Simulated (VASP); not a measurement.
# Si3Cl2 (P-3m1) in VASP: notebook, part 2 of 2

VASP 6.6.1. The steps go on from the part before.

**4. Relaxation of cell and atoms, PBE**

INCAR

```
SYSTEM = Si3Cl2
ALGO = Normal
EDIFF = 1E-6
EDIFFG = -0.04
ENCUT = 600
GGA = PE
IBRION = 2
ISIF = 3
ISMEAR = 0
LASPH = .TRUE.
LCHARG = .FALSE.
LREAL = .FALSE.
LWAVE = .FALSE.
NELM = 100
NSW = 90
PREC = Accurate
SIGMA = 0.1
```

KPOINTS

```
k-points
0
G
  6 6 4
  0 0 0
```

POSCAR

```
Si3Cl2
1.0
    4.1213945863      0.0000000000      0.0000000000
   -2.0606972931      3.5692324107      0.0000000000
    0.0000000000      0.0000000000      6.4122205111
Si Cl
3 2
Direct
    0.0000000000      0.0000000000      0.0000000000
    0.3333333333      0.6666666667      0.6450000000
    0.6666666667      0.3333333333      0.3550000000
    0.3333333333      0.6666666667      0.2450000000
    0.6666666667      0.3333333333      0.7550000000
```

Launch:

```sh
$ cat potpaw_PBE.64/Si/POTCAR potpaw_PBE.64/Cl/POTCAR > POTCAR
$ mpirun -np 1 vasp_std > vasp.out
```

It took 13 min on 1 thread of Intel Xeon 6975P-C (Granite Rapids), shared host; peak memory 0.27 GiB.

It converged, with:

```yaml
Free_energy: -19.9646 eV
Relaxed_volume: 27.45 Å³/atom
Relaxed_cell: a = 3.866 Å, b = 3.866 Å, c = 10.604 Å, α = 90.00°, β = 90.00°, γ = 120.00°
Space_group_after_relaxing_to_0.05_Å: P-3m1 (No. 164)
Energy_gained_by_relaxing: 1342.2 meV/atom
Ionic_steps: 40
Pressure_after_relaxing: -0.1 GPa
Largest_force_after_relaxing: 0.032 eV/Å
Band_gap_on_the_k_mesh: zero (band 13 reaches 3.13 eV, above the bottom of band 14 at 3.07 eV)
```

Forces on the atoms (eV/Å):
```
Si   0.000  0.000  0.000
Si   0.000  0.000 -0.002
Si   0.000  0.000  0.002
Cl   0.000  0.000  0.032
Cl   0.000  0.000 -0.032
```

Step by step:
```
step  energy change (eV)  largest force (eV/Å)  pressure (GPa)  volume (Å³)
   1              0.0000                2.4230           11.59        94.33
   2             -1.1522                1.6220            0.51       114.20
   3             -1.2394                1.3275           -1.86       122.08
   4             -1.5185                1.3412           -2.16       119.76
   5             -2.2526                1.5203           -2.12       112.93
   6             -1.6569                2.4196            7.29        99.93
   7             -2.4213                1.8787           -0.61       108.70
   8             -2.6650                2.2331            0.29       106.09
   9             -3.1813                2.5940            6.73        98.51
  10             -0.5847                3.2495           34.20        84.40
  11             -3.1902                2.4826            8.28        97.15
  12             -3.3483                2.2732            8.85        97.39
  13             -3.6702                1.8476           10.45        98.14
  14             -3.5223                2.1089           12.69        99.63
  15             -3.7138                1.9815           11.60        98.77
  16             -4.0215                1.7685            8.66       102.83
  17             -4.5500                1.2400            2.00       115.67
  18             -4.2727                0.4552           -4.72       144.41
  19             -4.6145                0.8697           -1.78       126.47
  20             -4.6263                0.9691           -0.91       123.55
  21             -4.8035                0.9416           -0.93       124.44
  22             -5.3409                0.8511           -0.96       126.75
  23             -6.2583                0.5542           -0.74       129.78
  24             -6.0875                0.8157            3.90       130.07
  25             -6.6368                0.1330            0.18       130.76
  26             -6.6484                0.1475            0.65       130.83
  27             -6.6492                0.1435            0.52       130.82
  28             -6.6597                0.1629           -0.13       133.17
  29             -6.6627                0.2103           -0.71       135.45
  30             -6.6677                0.2017           -0.67       135.79
  31             -6.6801                0.1745           -0.54       136.80
  32             -6.6933                0.1508           -0.31       138.78
  33             -6.6943                0.1454           -0.25       139.36
  34             -6.6994                0.1357           -0.10       138.87
  35             -6.7055                0.1031            0.25       137.67
  36             -6.7056                0.0961            0.31       137.46
  37             -6.7078                0.0680           -0.18       138.33
  38             -6.7079                0.0710           -0.09       138.19
  39             -6.7090                0.0617           -0.09       137.96
  40             -6.7108                0.0316           -0.06       137.25
```

Final structure:
```
Si Cl
1.0
     3.86607    0.00000    0.00000
    -1.93303    3.34811    0.00000
     0.00000    0.00000   10.60364
Si Cl
3 2
Direct
  0.00000 0.00000 0.00000
  0.33333 0.66667 0.52172
  0.66667 0.33333 0.47828
  0.33333 0.66667 0.13352
  0.66667 0.33333 0.86648
```

Levels at points of the mesh, in eV from the Fermi level:
```tsv
k point	band 11	band 12	band 13	band 14	band 15	band 16
(0.00, 0.00, 0.00)	-2.54	-1.22	-1.22	0.28	1.66	1.66
(0.50, 0.00, 0.00)	-2.60	-2.35	-0.92	0.57	1.13	1.38
(0.00, 0.00, 0.50)	-2.17	-1.22	-1.22	0.23	1.66	1.66
(0.50, 0.00, 0.50)	-2.60	-2.32	-1.00	0.66	1.13	1.45
```

Caveat: the volume moved by over 15 % at a fixed basis, so the end points are rough.

**5. Single point, PBE**

This run uses another cell than the first one, of 30.76 Å³/atom, 1.631 times its volume.

INCAR

```
SYSTEM = Si3Cl2
PREC     = Accurate       ! precision mode
ENCUT    = 520            ! plane-wave cutoff, eV
EDIFF    = 1E-6           ! SCF threshold, eV
ISMEAR   = 0              ! smearing method
SIGMA    = 0.1            ! smearing width, eV
LREAL    = .FALSE.        ! projectors in reciprocal space
LASPH    = .TRUE.         ! aspherical terms in the spheres
NELM     = 60             ! most SCF steps
ALGO     = Normal         ! electronic algorithm
ISIF     = 2              ! what is computed and relaxed
LWAVE    = .FALSE.        ! write WAVECAR
LCHARG   = .FALSE.        ! write CHGCAR
GGA      = PE             ! functional
NBANDS   = 21             ! bands
```

KPOINTS

```
regular mesh
0
G
  12 12 4
  0 0 0
```

POSCAR

```
Si3Cl2
1.0
    3.8596630834      0.0000000000      0.0000000000
   -1.9298315417      3.3425662803      0.0000000000
    0.0000000000      0.0000000000     11.9213864003
Si Cl
3 2
Direct
    0.0000000000      0.0000000000      0.0000000000
    0.3333333333      0.6666666667      0.5194477498
    0.6666666667      0.3333333333      0.4805522502
    0.3333333333      0.6666666667      0.1202686246
    0.6666666667      0.3333333333      0.8797313754
```

Potentials or basis: VASP PAW PBE potentials, release 64 (Si, Cl).

Launch:

```sh
$ cat potpaw_PBE.64/Si/POTCAR potpaw_PBE.64/Cl/POTCAR > POTCAR
$ mpirun -np 1 vasp_std > vasp.out
```

OUTCAR:

```text
SYSTEM = Si3Cl2
   PREC = Accurate
   ENCUT = 520
   EDIFF = 1E-6
   ISMEAR = 0
   LREAL = .FALSE.
   LASPH = .TRUE.
   NELM = 60
   ISIF = 2
   GGA = PE

 ion  position               nearest neighbor table
   1  0.000  0.000  0.000-   4 2.65   5 2.65   5 2.65   4 2.65   5 2.65   4 2.65
   2  0.333  0.667  0.519-   3 2.28   3 2.28   3 2.28
   3  0.667  0.333  0.481-   2 2.28   2 2.28   2 2.28
   4  0.333  0.667  0.120-   1 2.65   1 2.65   1 2.65
   5  0.667  0.333  0.880-   1 2.65   1 2.65   1 2.65

  LATTYP: Found a hexagonal cell.
 ALAT       =     3.8596630834
 C/A-ratio  =     3.0887116680

  Lattice vectors:

 A1 = (   3.8596630834,   0.0000000000,   0.0000000000)
 A2 = (  -1.9298315417,   3.3425662803,   0.0000000000)
 A3 = (   0.0000000000,   0.0000000000,  11.9213864003)

Analysis of symmetry for initial positions (statically):
=====================================================================
 Subroutine PRICEL returns:
 Original cell was already a primitive cell.

 Routine SETGRP: Setting up the symmetry group for a
 hexagonal supercell.

 Subroutine GETGRP returns: Found 12 space group operations
 (whereof 12 operations were pure point group operations)
 out of a pool of 24 trial point group operations.

The static configuration has the point symmetry D_3d.

Analysis of symmetry for dynamics (positions and initial velocities):
=====================================================================
 Subroutine PRICEL returns:
 Original cell was already a primitive cell.

 Routine SETGRP: Setting up the symmetry group for a
 hexagonal supercell.

 Subroutine GETGRP returns: Found 12 space group operations
 (whereof 12 operations were pure point group operations)
 out of a pool of 24 trial point group operations.

The dynamic configuration has the point symmetry D_3d.

 Subroutine INISYM returns: Found 12 space group operations
 (whereof 12 operations are pure point group operations),
 and found     1 'primitive' translations

----------------------------------------------------------------------------------------

                                     Primitive cell

  volume of cell :     153.7999

  direct lattice vectors                    reciprocal lattice vectors
     3.859663083  0.000000000  0.000000000     0.259089972  0.149585665  0.000000000
    -1.929831542  3.342566280  0.000000000     0.000000000  0.299171330  0.000000000
     0.000000000  0.000000000 11.921386400     0.000000000  0.000000000  0.083882861

  length of vectors
     3.859663083  3.859663083 11.921386400     0.299171330  0.299171330  0.083882861

  position of ions in fractional coordinates (direct lattice)
     0.000000000  0.000000000  0.000000000
     0.333333333  0.666666667  0.519447750
     0.666666667  0.333333333  0.480552250
     0.333333333  0.666666667  0.120268625
     0.666666667  0.333333333  0.879731375

  ion indices of the primitive-cell ions
   primitive index   ion index
                 1           1
                 2           2
                 3           3
                 4           4
                 5           5

----------------------------------------------------------------------------------------

 KPOINTS: regular mesh

Automatic generation of k-mesh.
 Grid dimensions read from file:
 generate k-points for:   12   12    4

 Generating k-lattice:

  Cartesian coordinates                     Fractional coordinates (reciprocal lattice)
     0.021590831  0.012465472  0.000000000     0.083333333  0.000000000  0.000000000
     0.000000000  0.024930944  0.000000000     0.000000000  0.083333333  0.000000000
     0.000000000  0.000000000  0.020970715     0.000000000  0.000000000  0.250000000

  Length of vectors
     0.024930944  0.024930944  0.020970715

  Shift w.r.t. Gamma in fractional coordinates (k-lattice)
     0.000000000  0.000000000  0.000000000

 Subroutine IBZKPT returns following result:
 ===========================================

 Found     69 irreducible k-points:

 Following reciprocal coordinates:
            Coordinates               Weight
  0.000000  0.000000  0.000000      1.000000
  0.083333  0.000000  0.000000      6.000000
  0.166667  0.000000  0.000000      6.000000
  0.250000  0.000000  0.000000      6.000000
  0.333333 -0.000000  0.000000      6.000000
  0.416667  0.000000  0.000000      6.000000
[... 16 lines left out ...]
  0.166667  0.000000  0.250000      6.000000
  0.000000  0.166667  0.250000      6.000000
 [... further k-points ...]
   k-points           NKPTS =     69   k-points in BZ     NKDIM =     69   number of bands    NBANDS=     21
   number of dos      NEDOS =    301   number of ions     NIONS =      5
   total plane-waves  NPLWV =  81000
   dimension x,y,z NGX =    30 NGY =   30 NGZ =   90
   dimension x,y,z NGXF=    60 NGYF=   60 NGZF=  180
   ions per type =               3   2
   NGX,Y,Z   is equivalent  to a cutoff of  12.92, 12.92, 12.55 a.u.
   NGXF,Y,Z  is equivalent  to a cutoff of  25.84, 25.84, 25.10 a.u.
 SYSTEM =  Si3Cl2
   PREC   = accura    normal or accurate (medium, high low for compatibility)
   ISTART =      0    job   : 0-new  1-cont  2-samecut
   ICHARG =      2    charge: 1-file 2-atom 10-const
   ISPIN  =      1    spin polarized calculation?
   LNONCOLLINEAR =      F non collinear calculations
   LSORBIT =      F    spin-orbit coupling
   LASPH  =      T    aspherical Exc in radial PAW
   ENCUT  =  520.0 eV  38.22 Ry    6.18 a.u.   7.18  7.18 22.17*2*pi/ulx,y,z
   NELM   =     60;   NELMIN=  2; NELMDL= -5     # of ELM steps
   EDIFF  = 0.1E-05   stopping-criterion for ELM
   LREAL  =      F    real-space projection
   EDIFFG = 0.1E-04   stopping-criterion for IOM
   NSW    =      0    number of steps for IOM
   IBRION =     -1    ionic relax: 0-MD 1-quasi-New 2-CG
   NFREE  =      0    steps in history (QN), initial steepest desc. (CG)
   ISIF   =      2    stress and relaxation
   ISYM   =      2    0-nonsym 1-usesym 2-fastsym
   POTIM  = 0.5000    time-step for ionic-motion
   TEBEG  =    0.0;   TEEND  =   0.0 temperature during run
   PSTRESS=    0.0 pullay stress
   NELECT =      26.0000    total number of electrons
   NUPDOWN=      -1.0000    fix difference up-down
   EMIN   =  10.00;   EMAX   =-10.00  energy-range for DOS
   EFERMI =   0.00;   METHOD = LEGACY
   ISMEAR =     0;   SIGMA  =   0.10  broadening in eV -4-tet -1-fermi 0-gaus
   EFERMI_NEDOS =   21; number of points for ismear=-14 and -15
   IALGO  =     38    algorithm
   IMIX   =      4    mixing-type and parameters
     AMIX     =   0.40;   BMIX     =  1.00
     AMIX_MAG =   1.60;   BMIX_MAG =  1.00
  volume/ion in A,a.u.               =      30.76       207.58
  Fermi-wavevector in a.u.,A,eV,Ry     =   0.905206  1.710590 11.148575  0.819397
  Thomas-Fermi vector in A             =   2.028745
   LORBIT       =      0    0 simple, 1 ext, 2 COOP (PROOUT), +10 PAW based schemes
   GGA     = PE    functional components
   LHFCALC =     F    Hartree Fock is set to
   AEXX    =    0.0000 exact exchange contribution
   IVDW    =     0    specifies the selected vdW correction
   LEPSILON=     F    determine dielectric tensor
   LRPA    =     F    only Hartree local field effects (RPA)
 non-spin polarized calculation
 Gauss-broadening in eV      SIGMA  =   0.10
  energy-cutoff  :      520.00
  volume of cell :      153.80
 maximum number of plane-waves:      4188
 NGX is ok and might be reduce to    30
   NGX = 15   NGY = 15   NGZ = 45

 number of electron      26.0000005 magnetization

 Free energy of the ion-electron system (eV)
  ---------------------------------------------------
  ext. energy  EPLUGINS =         0.00000000
  ---------------------------------------------------
  free energy    TOTEN  =       -20.06957132 eV

  energy without entropy =      -20.06800678  energy(sigma->0) =      -20.06878905

 E-fermi :   2.2745     XC(G=0):  -7.3694

 val. band max:        2.2744733720   @ k =   0.3333   0.3333   0.2500
 cond. band min:       2.2808725787   @ k =   0.3333   0.3333   0.5000
 fundamental gap:      0.0063992066
 Fermi energy:         2.2744808123

 k-point     1 :       0.0000    0.0000    0.0000
  band No.  band energies     occupation
      1     -14.7660      2.00000
      2     -14.0979      2.00000
      3      -8.8017      2.00000
      4      -5.7219      2.00000
      5      -1.9467      2.00000
      6      -1.9467      2.00000
[... 550 lines left out ...]
      5      -2.9127      2.00000
      6      -2.3774      2.00000
[... 13 lines left out ...]
     20       6.4643      0.00000
     21       7.6111      0.00000

 [... further k-points ...]
[... 5 lines left out ...]
  --------------------------------------------------------------------------------------
  -------------------------------------------------------------------------------------
  Total       -0.0477681     -0.0477681     -0.0213752      0.0000000      0.0000000      0.0000000
  in kB       -0.4976132     -0.4976132     -0.2226718      0.0000000      0.0000000      0.0000000
  external PRESSURE =      -0.4059661 kB  Pullay stress =       0.0000000 kB

 VOLUME and BASIS-vectors are now :
 -----------------------------------------------------------------------------
  energy-cutoff  :      520.00
  volume of cell :      153.80
      direct lattice vectors                 reciprocal lattice vectors
     3.859663083  0.000000000  0.000000000     0.259089972  0.149585665  0.000000000
    -1.929831542  3.342566280  0.000000000     0.000000000  0.299171330  0.000000000
     0.000000000  0.000000000 11.921386400     0.000000000  0.000000000  0.083882861

 POSITION                                       TOTAL-FORCE (eV/Angst)
 -----------------------------------------------------------------------------------
      0.00000      0.00000      0.00000        -0.000000      0.000000      0.000000
     -0.00000      2.22838      6.19254        -0.000000     -0.000000     -0.007096
      1.92983      1.11419      5.72885        -0.000000      0.000000      0.007096
     -0.00000      2.22838      1.43377         0.000000     -0.000000     -0.000466
      1.92983      1.11419     10.48762        -0.000000      0.000000      0.000466
 -----------------------------------------------------------------------------------
    total drift:                                0.000000      0.000000      0.000000

  FREE ENERGIE OF THE ION-ELECTRON SYSTEM (eV)
  ---------------------------------------------------
  free  energy   TOTEN  =       -20.0695713194 eV

  energy  without entropy=      -20.0680067823  energy(sigma->0) =      -20.06878905
```

It took 2.7 min on 1 thread of Intel Xeon 6975P-C (Granite Rapids), shared host; peak memory 0.37 GiB.

Results:

```
Free energy            : -20.0696 eV
Pressure               : 0.0 GPa
Largest force          : 0.007 eV/Å
Band gap on the k mesh : zero (band 13 reaches 2.28 eV, above the bottom of band 14 at 2.27 eV)
```

Forces on the atoms (eV/Å):
```
Si   0.000  0.000  0.000
Si   0.000  0.000 -0.007
Si   0.000  0.000  0.007
Cl   0.000  0.000  0.000
Cl   0.000  0.000  0.000
```

**6. Overview**

```csv
task,cell,k mesh,cutoff (eV),gap on the mesh (eV),pressure (GPa),largest force (eV/Å)
single point,"a = 4.121, b = 4.121, c = 6.412 Å, angles 90.0, 90.0, 120.0°, 5 atoms",6 × 6 × 4,520,none,11.6,2.42
single point,"a = 3.861, b = 3.861, c = 11.343 Å, angles 90.0, 90.0, 120.0°, 5 atoms",6 × 6 × 4,520,none,0.0,-
relaxation of cell and atoms,"relaxed from a = 4.121, b = 4.121, c = 6.412 Å, angles 90.0, 90.0, 120.0°, 5 atoms",6 × 6 × 4,600,none,-0.1,0.03
single point,"a = 3.860, b = 3.860, c = 11.921 Å, angles 90.0, 90.0, 120.0°, 5 atoms",12 × 12 × 4,520,none,0.0,0.01
```

Alike in all rows: level PBE; potentials or basis VASP PAW PBE potentials, release 64 (Si, Cl); no spin polarisation; smearing gaussian 0.1 eV.

Caveats: forces of over 1 eV/Å act on the atoms, so gaps and moduli don't describe the material at rest (some runs); the volume moved by over 15 % at a fixed basis, so the end points are rough (some runs).

Total energies depend on the potentials used, so only differences within one code and one set of settings carry meaning.
